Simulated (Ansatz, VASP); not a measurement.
One calculation of AlN, two programs

```
CELL_PARAMETERS angstrom
0.00000 2.16270 2.16270
2.16270 0.00000 2.16270
2.16270 2.16270 0.00000
ATOMIC_POSITIONS crystal
Al 0.00000 0.00000 0.00000
N 0.25000 0.25000 0.25000
```

Alike in both runs: task single point; functional HSE06; k mesh 4 × 4 × 4; occupations fermi-dirac, width 0.05 eV; no spin polarisation.

|  | VASP | Ansatz |
| --- | --- | --- |
| version | VASP 6.6.1 | Ansatz 0.2.0 development build |
| potentials or method | VASP PAW PBE potentials, release 64 (Al, N) | plane waves, PAW datasets (generated soft set 1) |
| plane-wave cutoff (eV) | 520 | 420 |
| valence electrons in the cell | 8 | 8 |

|  | VASP | Ansatz | Ansatz less VASP |
| --- | --- | --- | --- |
| gap on the k mesh at the Fermi level (eV) | 4.58 | 4.58 | -0.004 |

Ansatz's warnings: stress exchange threshold loose, stress scf threshold loose.

The k mesh is coarse, so the values compare programs but aren't converged.
